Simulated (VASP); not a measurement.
# K3Ge: single point with PBEsol+D3(BJ)

Crystal: K3Ge.

```xyz
4
Lattice="0.0000 4.0892 4.0892 4.0892 0.0000 4.0892 4.0892 4.0892 0.0000" Properties=species:S:1:pos:R:3 pbc="T T T"
Ge    0.0000    0.0000    0.0000
K     4.0892    4.0892    4.0892
K     6.1339    6.1339    6.1339
K     2.0446    2.0446    2.0446
```

```
Program                : VASP 6.6.1
Task                   : single point
Functional             : PBEsol
Dispersion             : D3(BJ)
Potentials or basis    : VASP PAW PBE potentials, release 64 (Ge_d, K_sv)
Cutoff                 : 520 eV
k mesh                 : 6 × 6 × 6
Occupations            : fermi-dirac, width 0.05 eV
Spin                   : no spin polarisation
Dipole correction      : no
Further INCAR settings : ALGO = Normal; EDIFF = 1e-06; NBANDS = 28
```

```
Pressure                   : -0.1 GPa
Dispersion energy per atom : -0.243 eV
```

Levels at points of the mesh, in eV from the Fermi level:
```
           k point  band 19  band 20  band 21  band 22  band 23  band 24
(0.00, 0.00, 0.00)     0.06     0.06     0.06     0.45     2.38     2.38
(0.50, 0.00, 0.00)    -1.38    -0.07    -0.07     2.28     3.23     3.23
(0.50, 0.50, 0.00)    -1.18     0.06     0.06     1.23     1.73     4.09
```

Wall time 56 s on 1 thread of Intel(R) Xeon(R) Platinum 8488C (Sapphire Rapids), on a shared host, peak memory 0.34 GiB.

Caveat: three body term missing; the PAW data sets were made with another functional, which shifts forces and pressure a little; pairwise dispersion overbinds metals, which lowers pressure and volume.
